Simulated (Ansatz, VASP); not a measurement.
## CuI: VASP beside Ansatz

INCAR

```
SYSTEM = CuI
ALGO = Normal
EDIFF = 1E-6
ENCUT = 520
GGA = PE
ISIF = 2
ISMEAR = -1
LASPH = .TRUE.
LCHARG = .FALSE.
LREAL = .FALSE.
LWAVE = .FALSE.
NBANDS = 16
NELM = 60
PREC = Accurate
SIGMA = 0.02
```

Contents of KPOINTS:

```
k-points
0
G
  6 6 6
  0 0 0
```

Contents of POSCAR:

```
CuI
1.0
    3.6613896411      0.0000000000      0.0000000000
    0.0000000000      3.6613896411      0.0000000000
    0.0000000000      0.0000000000      3.6613896411
Cu I
1 1
Direct
    0.0000000000      0.0000000000      0.0000000000
    0.5000000000      0.5000000000      0.5000000000
```

Input for Ansatz:

```yaml
crystal:
  lattice:
    - [3.6613896411, 0.0, 0.0]
    - [0.0, 3.6613896411, 0.0]
    - [0.0, 0.0, 3.6613896411]
  atoms:
    - { symbol: Cu, position: [0.0, 0.0, 0.0] }
    - { symbol: I, position: [0.5, 0.5, 0.5] }
kpoints:
  mp_grid: { grid: [6, 6, 6] }
hamiltonian:
  xc: pbe
scf:
  occupations: { method: fermi_dirac, width: 0.02 }
  n_extra_bands: 4
output:
  forces: true
  stress: true
  eigenvalues: true
```

Alike in both runs: task single point; functional PBE; k mesh 6 × 6 × 6; occupations fermi-dirac, width 0.02 eV; no spin polarisation.

|  | VASP | Ansatz |
| --- | --- | --- |
| version | VASP 6.6.1 | Ansatz 0.2.0 |
| potentials or method | VASP PAW PBE potentials, release 64 (Cu, I) | plane waves, PAW |
| plane-wave cutoff (eV) | 520 | 420 |
| valence electrons in the cell | 18 | 36 |

```csv
,VASP,Ansatz,Ansatz less VASP
pressure (GPa),-0.8,-0.3,+0.46
```

The functional is the same, so the differences come from potentials, cutoffs and numerics. VASP's potentials hold 18 valence electrons a cell and Ansatz's 36, so a difference there can come from the potentials and not from the codes.

Spin-orbit coupling is off throughout.
